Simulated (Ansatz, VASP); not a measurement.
# One calculation of CsBr, two programs

The input POSCAR:

```
CsBr
1.0
    4.2789398087      0.0000000000      0.0000000000
    0.0000000000      4.2789398087      0.0000000000
    0.0000000000      0.0000000000      4.2789398087
Cs Br
1 1
Direct
    0.0000000000      0.0000000000      0.0000000000
    0.5000000000      0.5000000000      0.5000000000
```

File INCAR.step1:

```
  ALGO = Normal
  EDIFF = 1E-5
  ENCUT = 550
  GGA = PE
  GGA_COMPAT = F
  ISMEAR = 0
  LASPH = T
  LCHARG = F
  LREAL = F
  LWAVE = T
  NBANDS = 15
  NELM = 120
  PREC = Accurate
  SIGMA = 0.02
```

File INCAR.step2:

```
  ALGO = Normal
  EDIFF = 1E-6
  ENCUT = 550
  GGA_COMPAT = F
  ISIF = 2
  ISMEAR = 0
  ISTART = 1
  LASPH = T
  LCHARG = F
  LMIXTAU = T
  LREAL = F
  LWAVE = F
  METAGGA = R2SCAN
  NBANDS = 15
  NELM = 120
  PREC = Accurate
  SIGMA = 0.02
```

Contents of KPOINTS:

```
k-points
0
Gamma
  6 6 6
```

Input for Ansatz:

```yaml
crystal:
  lattice:
    - [4.2789398087, 0.0, 0.0]
    - [0.0, 4.2789398087, 0.0]
    - [0.0, 0.0, 4.2789398087]
  atoms:
    - { symbol: Cs, position: [0.0, 0.0, 0.0] }
    - { symbol: Br, position: [0.5, 0.5, 0.5] }
basis:
  ecutwfc: 500
kpoints:
  mp_grid: { grid: [6, 6, 6] }
hamiltonian:
  xc: r2scan
scf:
  occupations: { method: gaussian, width: 0.02 }
output:
  forces: true
  stress: true
  eigenvalues: true
```

Alike in both runs: task single point; functional r2SCAN; k mesh 6 × 6 × 6; occupations gaussian, width 0.02 eV; no spin polarisation.

|  | VASP | Ansatz |
| --- | --- | --- |
| version | VASP 6.6.1 | Ansatz 0.2.0 |
| potentials or method | VASP PAW PBE potentials, release 64 (Cs_sv, Br), cutoff 550 eV | scalar-relativistic, plane waves, PAW |
| valence electrons in the cell | 16 | 16 |

```csv
,VASP,Ansatz,Ansatz less VASP
gap on the k mesh at the Fermi level (eV),5.31,5.32,+0.015
least direct gap on the mesh (eV),5.31,5.32,+0.015
pressure (GPa),0.6,0.5,-0.06
```

VASP's potentials were made for PBE, not for r2SCAN. With one functional, cell and mesh, what is left measures potentials, basis and numerics.

Spin-orbit coupling is off throughout.
